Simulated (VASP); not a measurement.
# AgBr (Fm-3m) in VASP: single point with PBE

Aim: the single point of AgBr with PBE.

Program: VASP 6.6.1. These are calculated values, not measurements. Logs are shortened: lines on timing, memory, paths and dates and some standing lists are left out, and cuts for length are marked.

## (1) The cell of the first run

Symmetry: Fm-3m, No. 225, cubic system. The conventional cell has a = 5.740 Å, b = 5.740 Å, c = 5.740 Å, α = 90.00°, β = 90.00°, γ = 90.00°. Within 3.8 Å of Ag (site symmetry m-3m) lie 6 Br at 2.87 Å. Within 3.8 Å of Br (site symmetry m-3m) lie 6 Ag at 2.87 Å.

## (2) Single point, PBE

INCAR reads:

```
SYSTEM = AgBr
PREC = Accurate
ENCUT = 500
EDIFF = 1E-6
ISMEAR = 0
SIGMA = 0.01
LREAL = .False.
LASPH = .True.
NELM = 120
ALGO = Normal
ISIF = 2
LWAVE = .False.
LCHARG = .False.
GGA = PE
NBANDS = 16
GGA_COMPAT = .False.
```

KPOINTS reads:

```
regular mesh
0
Gamma
  2 2 2
  0 0 0
```

POSCAR reads:

```
AgBr
1.0
    0.0000000000      2.8701500000      2.8701500000
    2.8701500000      0.0000000000      2.8701500000
    2.8701500000      2.8701500000      0.0000000000
Ag Br
1 1
Direct
    0.0000000000      0.0000000000      0.0000000000
    0.5000000000      0.5000000000      0.5000000000
```

Potentials or basis: VASP PAW PBE potentials, release 64 (Ag, Br).

Started as:

```sh
$ cat potpaw_PBE.64/Ag/POTCAR potpaw_PBE.64/Br/POTCAR > POTCAR
$ mpirun -np 1 vasp_std > vasp.out
```

OUTCAR:

```text
SYSTEM = AgBr
   PREC = Accurate
   ENCUT = 500
   EDIFF = 1E-6
   ISMEAR = 0
   LREAL = .False.
   LASPH = .True.
   NELM = 120
   ISIF = 2
   GGA = PE

 ion  position               nearest neighbor table
   1  0.000  0.000  0.000-   2 2.87   2 2.87   2 2.87   2 2.87   2 2.87   2 2.87
   2  0.500  0.500  0.500-   1 2.87   1 2.87   1 2.87   1 2.87   1 2.87   1 2.87

  LATTYP: Found a face centered cubic cell.
 ALAT       =     5.7403000000

  Lattice vectors:

 A1 = (   0.0000000000,   2.8701500000,   2.8701500000)
 A2 = (   2.8701500000,   0.0000000000,   2.8701500000)
 A3 = (   2.8701500000,   2.8701500000,   0.0000000000)

Analysis of symmetry for initial positions (statically):
=====================================================================
 Subroutine PRICEL returns:
 Original cell was already a primitive cell.

 Routine SETGRP: Setting up the symmetry group for a
 face centered cubic supercell.

 Subroutine GETGRP returns: Found 48 space group operations
 (whereof 48 operations were pure point group operations)
 out of a pool of 48 trial point group operations.

The static configuration has the point symmetry O_h .

Analysis of symmetry for dynamics (positions and initial velocities):
=====================================================================
 Subroutine PRICEL returns:
 Original cell was already a primitive cell.

 Routine SETGRP: Setting up the symmetry group for a
 face centered cubic supercell.

 Subroutine GETGRP returns: Found 48 space group operations
 (whereof 48 operations were pure point group operations)
 out of a pool of 48 trial point group operations.

The dynamic configuration has the point symmetry O_h .

 Subroutine INISYM returns: Found 48 space group operations
 (whereof 48 operations are pure point group operations),
 and found     1 'primitive' translations

----------------------------------------------------------------------------------------

                                     Primitive cell

  volume of cell :      47.2872

  direct lattice vectors                    reciprocal lattice vectors
     0.000000000  2.870150000  2.870150000    -0.174206923  0.174206923  0.174206923
     2.870150000  0.000000000  2.870150000     0.174206923 -0.174206923  0.174206923
     2.870150000  2.870150000  0.000000000     0.174206923  0.174206923 -0.174206923

  length of vectors
     4.059005056  4.059005056  4.059005056     0.301735242  0.301735242  0.301735242

  position of ions in fractional coordinates (direct lattice)
     0.000000000  0.000000000  0.000000000
     0.500000000  0.500000000  0.500000000

[... 56 lines left out ...]
   EDIFFG = 0.1E-04   stopping-criterion for IOM
   NSW    =      0    number of steps for IOM
   IBRION =     -1    ionic relax: 0-MD 1-quasi-New 2-CG
   NFREE  =      0    steps in history (QN), initial steepest desc. (CG)
   ISIF   =      2    stress and relaxation
   ISYM   =      2    0-nonsym 1-usesym 2-fastsym
   POTIM  = 0.5000    time-step for ionic-motion
   TEBEG  =    0.0;   TEEND  =   0.0 temperature during run
   PSTRESS=    0.0 pullay stress
   NELECT =      18.0000    total number of electrons
   NUPDOWN=      -1.0000    fix difference up-down
   EMIN   =  10.00;   EMAX   =-10.00  energy-range for DOS
   EFERMI =   0.00;   METHOD = LEGACY
   ISMEAR =     0;   SIGMA  =   0.01  broadening in eV -4-tet -1-fermi 0-gaus
   EFERMI_NEDOS =   21; number of points for ismear=-14 and -15
   IALGO  =     38    algorithm
   IMIX   =      4    mixing-type and parameters
     AMIX     =   0.40;   BMIX     =  1.00
     AMIX_MAG =   1.60;   BMIX_MAG =  1.00
  volume/ion in A,a.u.               =      23.64       159.55
  Fermi-wavevector in a.u.,A,eV,Ry     =   1.186454  2.242074 19.152570  1.407674
  Thomas-Fermi vector in A             =   2.322627
   LORBIT       =      0    0 simple, 1 ext, 2 COOP (PROOUT), +10 PAW based schemes
   GGA     = PE    functional components
   LHFCALC =     F    Hartree Fock is set to
   AEXX    =    0.0000 exact exchange contribution
   IVDW    =     0    specifies the selected vdW correction
   LEPSILON=     F    determine dielectric tensor
   LRPA    =     F    only Hartree local field effects (RPA)
 non-spin polarized calculation
 Gauss-broadening in eV      SIGMA  =   0.01
  energy-cutoff  :      500.00
  volume of cell :       47.29
 maximum number of plane-waves:      1243
 NGX is ok and might be reduce to    30
   NGX = 15   NGY = 15   NGZ = 15

 number of electron      18.0000002 magnetization

 Free energy of the ion-electron system (eV)
  ---------------------------------------------------
  ext. energy  EPLUGINS =         0.00000000
  ---------------------------------------------------
  free energy    TOTEN  =        -3.99944393 eV

  energy without entropy =       -3.99944393  energy(sigma->0) =       -3.99944393

 E-fermi :   3.9514     XC(G=0):  -9.7650

 val. band max:        3.8444947906   @ k =   0.5000   0.0000   0.0000
 cond. band min:       4.4028717473   @ k =   0.0000   0.0000   0.0000
 fundamental gap:      0.5583769566
 Fermi energy:         3.9514231686

 k-point     1 :       0.0000    0.0000    0.0000
  band No.  band energies     occupation
      1     -11.0560      2.00000
      2       0.8108      2.00000
      3       0.8108      2.00000
      4       0.8108      2.00000
      5       0.8308      2.00000
      6       0.8308      2.00000
[... 34 lines left out ...]
      3       0.5415      2.00000
      4       0.9903      2.00000
      5       1.0798      2.00000
      6       1.0798      2.00000
[... 8 lines left out ...]
     15      18.6862      0.00000
     16      18.6862      0.00000

------------------------ aborting loop because EDIFF is reached ----------------------------------------

  FORCE on cell =-STRESS in cart. coord.  units (eV):
  Direction    XX          YY          ZZ          XY          YZ          ZX
  --------------------------------------------------------------------------------------
  -------------------------------------------------------------------------------------
  Total        2.6962900      2.6962900      2.6962900      0.0000000      0.0000000     -0.0000000
  in kB       91.3552269     91.3552269     91.3552269      0.0000000      0.0000000     -0.0000000
  external PRESSURE =      91.3552269 kB  Pullay stress =       0.0000000 kB

 VOLUME and BASIS-vectors are now :
 -----------------------------------------------------------------------------
  energy-cutoff  :      500.00
  volume of cell :       47.29
      direct lattice vectors                 reciprocal lattice vectors
     0.000000000  2.870150000  2.870150000    -0.174206923  0.174206923  0.174206923
     2.870150000  0.000000000  2.870150000     0.174206923 -0.174206923  0.174206923
     2.870150000  2.870150000  0.000000000     0.174206923  0.174206923 -0.174206923

 POSITION                                       TOTAL-FORCE (eV/Angst)
 -----------------------------------------------------------------------------------
      0.00000      0.00000      0.00000        -0.000000     -0.000000     -0.000000
      2.87015      2.87015      2.87015         0.000000      0.000000      0.000000
 -----------------------------------------------------------------------------------
    total drift:                               -0.000000      0.000000      0.000000

  FREE ENERGIE OF THE ION-ELECTRON SYSTEM (eV)
  ---------------------------------------------------
  free  energy   TOTEN  =        -3.9994439257 eV

  energy  without entropy=       -3.9994439257  energy(sigma->0) =       -3.99944393
```

OSZICAR:

```text
N       E                     dE             d eps       ncg     rms          rms(c)
DAV:   1     0.988550089443E+02    0.98855E+02   -0.80633E+03    96   0.977E+02
DAV:   2    -0.801212713911E+00   -0.99656E+02   -0.90036E+02   104   0.210E+02
DAV:   3    -0.422603209579E+01   -0.34248E+01   -0.34142E+01   120   0.415E+01
DAV:   4    -0.424334186566E+01   -0.17310E-01   -0.17309E-01   128   0.322E+00
DAV:   5    -0.424348504621E+01   -0.14318E-03   -0.14318E-03   112   0.279E-01    0.507E+00
DAV:   6    -0.402293417416E+01    0.22055E+00   -0.29391E-01   104   0.530E+00    0.379E+00
DAV:   7    -0.399771010452E+01    0.25224E-01   -0.83262E-02   112   0.202E+00    0.163E+00
DAV:   8    -0.399910990219E+01   -0.13998E-02   -0.95384E-03    96   0.800E-01    0.263E-01
DAV:   9    -0.399934992412E+01   -0.24002E-03   -0.65920E-04   112   0.213E-01    0.408E-02
DAV:  10    -0.399942624326E+01   -0.76319E-04   -0.66428E-05   112   0.782E-02    0.319E-02
DAV:  11    -0.399944335425E+01   -0.17111E-04   -0.20592E-05   112   0.295E-02    0.466E-03
DAV:  12    -0.399944392567E+01   -0.57142E-06   -0.46811E-07   104   0.505E-03
   1 F= -.39994439E+01 E0= -.39994439E+01  d E =-.124613E-51
```

It took 6.1 s on 1 thread of Intel Xeon 8259CL, shared host; peak memory 0.16 GiB.

What came out:

| Quantity | Value |
| --- | --- |
| Free energy | -3.9994 eV |
| Pressure | 9.1 GPa |
| Band gap on the k mesh | 0.56 eV, indirect (least direct gap 2.38 eV) |

Caveat: the k points lie up to 0.95 Å⁻¹ apart.
